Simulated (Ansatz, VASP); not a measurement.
Ni: VASP beside Ansatz

File INCAR:

```
SYSTEM = Ni
ALGO = Normal ; EDIFF = 1E-7
EDIFFG = -0.005 ; ENCUT = 600
GGA = PE ; IBRION = 2
ISIF = 3 ; ISMEAR = -1
ISPIN = 2 ; LASPH = .TRUE.
LCHARG = .FALSE. ; LMAXMIX = 4
LORBIT = 11 ; LREAL = .FALSE.
LWAVE = .FALSE. ; MAGMOM = 1
NELM = 150 ; NSW = 60
PREC = Accurate ; SIGMA = 0.05
```

KPOINTS

```
k-points
0
G
  21 21 21
  0 0 0
```

The input POSCAR:

```
Ni
1.0
    0.0000000000      1.7597012234      1.7597012234
    1.7597012234      0.0000000000      1.7597012234
    1.7597012234      1.7597012234      0.0000000000
Ni
1
Direct
    0.0000000000      0.0000000000      0.0000000000
```

Input for Ansatz:

```yaml
crystal:
  lattice:
    - [0.0, 1.7597012234, 1.7597012234]
    - [1.7597012234, 0.0, 1.7597012234]
    - [1.7597012234, 1.7597012234, 0.0]
  atoms:
    - { symbol: Ni, position: [0.0, 0.0, 0.0], spin: 1.0 }
magnetization:
  spin_polarized: true
kpoints:
  mp_grid: { grid: [21, 21, 21] }
scf:
  occupations: { method: fermi_dirac, width: 0.05 }
hamiltonian:
  xc: pbe
  pseudopotentials: { kind: paw }
output:
  forces: true
  stress: true
  write_density: true
  write_potential: true
  elf: true
  volumetric_format: npy
relax:
  f_tol: 0.005
  max_steps: 40
  cell: {}
```

Alike in both runs: task relaxation of cell and atoms; functional PBE; k mesh 21 × 21 × 21; occupations fermi-dirac, width 0.05 eV; collinear spin.

```csv
,VASP,Ansatz
version,VASP 6.6.1,Ansatz 0.2.0
potentials or method,"VASP PAW PBE potentials, release 64 (Ni)","PAW with Ansatz's default frozen-core files, scalar-relativistic"
plane-wave cutoff (eV),600,420
valence electrons in the cell,10,18
```

```tsv
	VASP	Ansatz	Ansatz less VASP
net moment per atom (μB)	0.61	0.63	+0.018
size of the moment on the site where the two differ most (μB)	0.62	0.67	+0.046
relaxed volume (Å³/atom)	10.88	10.89	+0.012
relaxed length of the cell vector where the two differ most in proportion (Å)	2.487	2.488	+0.0009
```

Site moments also hang on the region over which each program counts them. VASP's potentials hold 10 valence electrons a cell and Ansatz's 18, so a difference there can come from the potentials and not from the codes.
